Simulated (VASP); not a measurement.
Wanted: the native input for a VASP 6.6.1 run.

```yaml
Task: single point
Functional: PBE
Potentials_or_basis: VASP PAW PBE potentials, release 64 (Hf_pv, Si)
Cutoff: 520 eV
k_mesh: 6 × 6 × 4
Occupations: gaussian, width 0.1 eV
Spin: no spin polarisation
Dipole_correction: no
Further_INCAR_settings: ALGO = Normal; EDIFF = 1e-07; NBANDS = 21
```

The structure of HfSi4 lies in POSCAR:

```
HfSi4
1.0
    3.8742076300      0.0000000000      0.0000000000
   -1.9371038100      3.3551622200      0.0000000000
    0.0000000000      0.0000000000      6.5860229500
Hf Si
1 4
Direct
    0.0000000000      0.0000000000      0.5000000000
    0.5000000000      0.0000000000      0.0000000000
    0.0000000000      0.5000000000      0.0000000000
    0.5000000000      0.5000000000      0.0000000000
    0.0000000000      0.0000000000      0.0000000000
```

These files were run (other wordings do the same):

INCAR

```
ALGO     = Normal         # electronic algorithm
EDIFF    = 1E-7           # SCF threshold, eV
ENCUT    = 520            # plane-wave cutoff, eV
GGA      = PE             # functional
ISIF     = 2              # what is computed and relaxed
ISMEAR   = 0              # smearing method
LASPH    = True           # aspherical terms in the spheres
LCHARG   = False          # write CHGCAR
LREAL    = False          # projectors in reciprocal space
LWAVE    = False          # write WAVECAR
NBANDS   = 21             # bands
NELM     = 60             # most SCF steps
PREC     = Accurate       # precision mode
SIGMA    = 0.1            # smearing width, eV
```

KPOINTS

```
k-points
0
Gamma
  6 6 4
```

Potentials or basis: VASP PAW PBE potentials, release 64 (Hf_pv, Si).

Run with:

```bash
$ cat potpaw_PBE.64/Hf_pv/POTCAR potpaw_PBE.64/Si/POTCAR > POTCAR
$ mpirun -np 1 vasp_std > vasp.out
```

Results of the run:

| Property | Result |
| --- | --- |
| Pressure | 94.0 GPa |
| Band gap on the k mesh | zero (band 13 reaches 7.61 eV, above the bottom of band 14 at 7.09 eV) |

Caveat: spin-orbit coupling is left out, which moves the levels of the heavy elements.

It took 53 s on 1 thread of Intel Xeon 6975P-C, on a shared host, peak memory 0.21 GiB.
